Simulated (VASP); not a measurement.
Input of a VASP 6.6.1 run:

File INCAR:

```
PREC = Accurate
ENCUT = 520
EDIFF = 1E-6
ISMEAR = 0
SIGMA = 0.1
LREAL = Auto
LASPH = True
NELM = 80
ALGO = Normal
ISIF = 2
LWAVE = False
LCHARG = True
LDIPOL = True
IDIPOL = 3
DIPOL = 0.5 0.5 0.294
GGA = PE
LELF = True
LVHAR = True
LVACPOTAV = True
NBANDS = 40
```

File KPOINTS:

```
regular mesh
0
Gamma
  5 4 1
```

Contents of POSCAR:

```
Al8H
1.0
    5.7143028096      0.0000000000      0.0000000000
    0.0000000000      8.0812445328      0.0000000000
    0.0000000000      0.0000000000     22.2437981863
Al H
16 2
Direct
    0.2500000000      0.2500000000      0.1798254042
    0.2500000000      0.7500000000      0.1798254042
    0.7500000000      0.2500000000      0.1798254042
    0.7500000000      0.7500000000      0.1798254042
    0.0000000000      0.0000000000      0.2440489550
    0.0000000000      0.5000000000      0.2440489550
    0.5000000000      0.0000000000      0.2440489550
    0.5000000000      0.5000000000      0.2440489550
    0.2500000000      0.2500000000      0.3102692916
    0.2500000000      0.7500000000      0.3102692916
    0.7500000000      0.2500000000      0.3102692916
    0.7500000000      0.7500000000      0.3102692916
    0.0000000000      0.0000000000      0.3706110853
    0.0000000000      0.5000000000      0.3706110853
    0.5000000000      0.0000000000      0.3706110853
    0.5000000000      0.5000000000      0.3706110853
    0.7500000000     -0.1382831562      0.4339995403
    0.7500000000      0.1382831562      0.4339995403
```

Potentials or basis: VASP PAW PBE potentials, release 64 (Al, H).

The run is started by

```bash
$ cat potpaw_PBE.64/Al/POTCAR potpaw_PBE.64/H/POTCAR > POTCAR
$ mpirun -np 1 vasp_std > vasp.out
```

Q: Estimate the largest force.

A: 1.427 eV/Å.

Q: Estimate the band gap on the k mesh.

A: Zero (bands 25 and 26 overlap by 0.46 eV).

Forces on the atoms (eV/Å):
```
Al   0.000 -0.010  0.304
Al   0.000  0.010  0.304
Al   0.000 -0.017  0.196
Al   0.000  0.017  0.196
Al   0.186  0.000 -0.253
Al   0.033  0.000 -0.289
Al  -0.186  0.000 -0.253
Al  -0.033  0.000 -0.289
Al   0.000  0.011 -0.008
Al   0.000 -0.011 -0.008
Al   0.000  0.081  0.048
Al   0.000 -0.081  0.048
Al  -0.534  0.000  1.323
Al  -0.085  0.000  0.045
Al   0.534  0.000  1.323
Al   0.085  0.000  0.045
H    0.000  0.192 -1.366
H    0.000 -0.192 -1.366
```
